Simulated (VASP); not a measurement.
Write the native input for VASP 6.6.1 that does the following.

| Quantity | Value |
| --- | --- |
| Task | single point |
| Functional | PBE |
| Potentials or basis | VASP PAW PBE potentials, release 64 (Rb_sv, Br) |
| Cutoff | 520 eV |
| k mesh | 6 × 6 × 6 |
| Occupations | gaussian, width 0.05 eV |
| Spin | no spin polarisation |
| Dipole correction | no |
| Further INCAR settings | ALGO = Normal; EDIFF = 1e-07; NBANDS = 15 |

The structure of RbBr lies in POSCAR:

```
RbBr
1.0
    0.0000000000      3.6182993005      3.0755544054
    3.6182993005      0.0000000000      3.0755544054
    3.6182993005      3.6182993005      0.0000000000
Rb Br
1 1
Direct
    0.0000000000      0.0000000000      0.0000000000
    0.5000000000      0.5000000000      0.5000000000
```

This cell differs from its parent crystal: ratio of the length along z to the lengths across it x 0.85, volume and fractional coordinates fixed.

These files were run (other wordings do the same):

INCAR

```
ALGO = Normal ; EDIFF = 1E-7
ENCUT = 520 ; GGA = PE
ISIF = 2 ; ISMEAR = 0
LASPH = True ; LCHARG = False
LREAL = False ; LWAVE = False
NBANDS = 15 ; NELM = 100
PREC = Accurate ; SIGMA = 0.05
```

KPOINTS

```
k-points
0
Gamma
  6 6 6
```

Potentials or basis: VASP PAW PBE potentials, release 64 (Rb_sv, Br).

The run is started by

```sh
$ cat potpaw_PBE.64/Rb_sv/POTCAR potpaw_PBE.64/Br/POTCAR > POTCAR
$ mpirun -np 1 vasp_std > vasp.out
```

Results of the run:

| Quantity | Value |
| --- | --- |
| Pressure | 2.5 GPa |
| Band gap on the k mesh | 4.04 eV, direct |

It took 33 s on 1 thread of Intel Xeon 6975P-C, with other jobs on the host, peak memory 0.23 GiB.
